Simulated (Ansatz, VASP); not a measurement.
One calculation of CdTe, two programs

The input INCAR:

```
  PREC = Accurate
  ENCUT = 520
  EDIFF = 1E-6
  ISMEAR = -1
  SIGMA = 0.04
  LREAL = F
  LASPH = T
  NELM = 100
  ALGO = Normal
  ISIF = 2
  LWAVE = F
  LCHARG = F
  GGA = PE
  NBANDS = 16
```

The input KPOINTS:

```
Automatic mesh
0
Gamma
  5 5 5
```

POSCAR

```
CdTe
1.0
    0.0000000000      3.2050000000      3.2050000000
    3.2050000000      0.0000000000      3.2050000000
    3.2050000000      3.2050000000      0.0000000000
Te Cd
1 1
Direct
    0.7500000000      0.7500000000      0.7500000000
    0.0000000000      0.0000000000      0.0000000000
```

The input input.yaml:

```yaml
crystal:
  lattice:
    - [0.0, 3.205, 3.205]
    - [3.205, 0.0, 3.205]
    - [3.205, 3.205, 0.0]
  atoms:
    - { symbol: Te, position: [0.75, 0.75, 0.75] }
    - { symbol: Cd, position: [0.0, 0.0, 0.0] }
kpoints:
  mp_grid: { grid: [5, 5, 5] }
scf:
  occupations: { method: fermi_dirac, width: 0.04 }
hamiltonian:
  xc: pbe
  pseudopotentials: { kind: all_electron, lapw: { basis_error: 0.003 } }
output:
  forces: true
  stress: true
  eigenvalues: true
```

Alike in both runs: task single point; functional PBE; k mesh 5 × 5 × 5; occupations fermi-dirac, width 0.04 eV; no spin polarisation.

```csv
,VASP,Ansatz
version,VASP 6.6.1,Ansatz 0.2.0
potentials or method,"VASP PAW PBE potentials, release 64 (Te, Cd), cutoff 520 eV","all-electron LAPW, scalar-relativistic"
```

Ansatz gave:

- gap on the k mesh at the Fermi level (eV): 0.87
- least direct gap on the mesh (eV): 0.87
- pressure (GPa): 4.3

Q: Which values does VASP return?

A: gap on the k mesh at the Fermi level (eV): 0.87; least direct gap on the mesh (eV): 0.87; pressure (GPa): 4.5.

Ansatz ran all-electron here, and VASP with PAW potentials.

Spin-orbit coupling is off throughout.
